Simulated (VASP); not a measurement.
Set up this calculation in VASP 6.6.1, as the native input.

| Property | Result |
| --- | --- |
| Task | single point |
| Functional | PBE |
| Potentials or basis | VASP PAW PBE potentials, release 64 (In_d, Sb) |
| Cutoff | 500 eV |
| k mesh | 6 × 6 × 6 |
| Occupations | gaussian, width 0.1 eV |
| Spin | no spin polarisation |
| Dipole correction | no |
| Further INCAR settings | ALGO = Normal; EDIFF = 1e-06; NBANDS = 16 |

The structure of InSb lies in POSCAR:

```
InSb
1.0
    0.0000000000      3.2806402014      3.2806402014
    3.2806402014      0.0000000000      3.2806402014
    3.2806402014      3.2806402014      0.0000000000
In Sb
1 1
Direct
    0.0000000000      0.0000000000      0.0000000000
    0.2500000000      0.2500000000      0.2500000000
```

These files were run (other wordings do the same):

INCAR

```
PREC = Accurate ; ENCUT = 500
EDIFF = 1E-6 ; ISMEAR = 0
SIGMA = 0.1 ; LREAL = False
LASPH = True ; NELM = 120
ALGO = Normal ; ISIF = 2
LWAVE = False ; LCHARG = False
GGA = PE ; NBANDS = 16
GGA_COMPAT = False
```

KPOINTS

```
regular mesh
0
Gamma
  6 6 6
```

Potentials or basis: VASP PAW PBE potentials, release 64 (In_d, Sb).

Command:

```bash
$ cat potpaw_PBE.64/In_d/POTCAR potpaw_PBE.64/Sb/POTCAR > POTCAR
$ mpirun -np 1 vasp_std > vasp.out
```

Results of the run:

```yaml
Pressure: 1.4 GPa
Band_gap_on_the_k_mesh: zero (filled and empty bands touch)
```

Caveat: spin-orbit coupling is left out, which moves the levels of the heavy elements.

It took 33 s on 1 thread of Intel Xeon 8259CL, with other jobs on the host, peak memory 0.21 GiB.
